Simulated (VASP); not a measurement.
AlN:

```
Al N
1.0
     3.09211    0.00000    0.00000
    -1.54605    2.67784    0.00000
     0.00000    0.00000    4.94757
Al N
2 2
Direct
  0.66667 0.33333 0.50000
  0.33333 0.66667 0.00000
  0.66667 0.33333 0.88000
  0.33333 0.66667 0.38000
```

This cell differs from its parent crystal: volume scaled by 0.98.

Base run:

| Item | Value |
| --- | --- |
| Program | VASP 6.6.1 |
| Functional | PBEsol |
| Potentials or basis | VASP PAW PBE potentials, release 64 (Al, N) |
| Cutoff | 520 eV |
| k mesh | 10 × 10 × 6 |
| Occupations | fermi-dirac, width 0.05 eV |
| Spin | no spin polarisation |

Its results: band gap on the k mesh 4.33 eV, direct; pressure 4.5 GPa; largest force 0.148 eV/Å.

Problem. After a change of settings the same cell gave: band gap on the k mesh 4.45 eV, direct; pressure -10.7 GPa; largest force 0.167 eV/Å. Which change was it?
A. functional from PBEsol to PBE exchange alone
B. functional from PBEsol to SVWN5; further incar settings from ALGO = Normal; EDIFF = 1e-07; NBANDS = 16 to ALGO = Normal; EDIFF = 1e-06; NBANDS = 16
C. functional from PBEsol to RPBE; dispersion from none to D3(BJ)
D. functional from PBEsol to BLYP; further incar settings from ALGO = Normal; EDIFF = 1e-07; NBANDS = 16 to ALGO = Normal; EDIFF = 1e-06; NBANDS = 16

Solution. C.

Caveats: the PAW data sets were made with another functional, which shifts forces and pressure a little.
